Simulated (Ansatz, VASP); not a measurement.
## ScSiS3: VASP beside Ansatz

INCAR

```
  PREC = Accurate
  ENCUT = 600
  EDIFF = 1E-6
  ISMEAR = 0
  SIGMA = 0.1
  LREAL = False
  LASPH = True
  NELM = 60
  ALGO = Normal
  ISIF = 3
  LWAVE = False
  LCHARG = False
  GGA = PE
  IBRION = 2
  NSW = 90
  EDIFFG = -0.04
```

Contents of KPOINTS:

```
Automatic mesh
0
Gamma
  4 4 2
```

The input POSCAR:

```
ScSiS3
1.0
    3.8870871600      0.0000000000      0.0000000000
    0.0000000000      3.8870871600      0.0000000000
    0.0000000000      0.0000000000      8.2217368700
Sc Si S
1 1 3
Direct
    0.5000000000      0.5000000000      0.5000000000
    0.0000000000      0.0000000000      0.5000000000
    0.0000000000      0.0000000000      0.0000000000
    0.5000000000      0.5000000000      0.7361531800
    0.5000000000      0.5000000000      0.2638468200
```

Input for Ansatz:

```yaml
crystal:
  lattice:
    - [3.88708716, 0.0, 0.0]
    - [0.0, 3.88708716, 0.0]
    - [0.0, 0.0, 8.22173687]
  atoms:
    - { symbol: Sc, position: [0.5, 0.5, 0.5] }
    - { symbol: Si, position: [0.0, 0.0, 0.5] }
    - { symbol: S, position: [0.0, 0.0, 0.0] }
    - { symbol: S, position: [0.5, 0.5, 0.73615318] }
    - { symbol: S, position: [0.5, 0.5, 0.26384682] }
basis:
  ecutwfc: 420
kpoints:
  mp_grid: { grid: [4, 4, 2] }
hamiltonian:
  xc: pbe
scf:
  occupations: { method: gaussian, width: 0.1 }
  lower_state_search: "off"
output:
  forces: true
  stress: true
  eigenvalues: true
relax:
  adjacent_minimum: "off"
  f_tol: 0.04
  max_steps: 70
  cell: { stress_tol: 0.4 }
```

Alike in both runs: task relaxation of cell and atoms; functional PBE; k mesh 4 × 4 × 2; occupations gaussian, width 0.1 eV; no spin polarisation.

```csv
,VASP,Ansatz
version,VASP 6.6.1,Ansatz 0.2.0
potentials or method,"VASP PAW PBE potentials, release 64 (Sc_sv, Si, S), cutoff 600 eV","scalar-relativistic, plane waves, PAW"
valence electrons in the cell,33,33
```

VASP gave:

| Property | Result |
| --- | --- |
| gap on the k mesh at the Fermi level, each at its own relaxed structure (eV) | none |
| relaxed volume (Å³/atom) | 20.60 |
| relaxed cell length with the largest relative difference (Å) | 7.518 |

Which values does Ansatz return?

gap on the k mesh at the Fermi level, each at its own relaxed structure (eV): none; relaxed volume (Å³/atom): 20.60; relaxed cell length with the largest relative difference (Å): 7.525.

A gap of «none» marks a metal or a gap that the smearing closes.

The k mesh is coarse, so the values compare programs but aren't converged. Noted on VASP's run: the volume moved by over 15 % at a fixed basis, so the end points are rough.
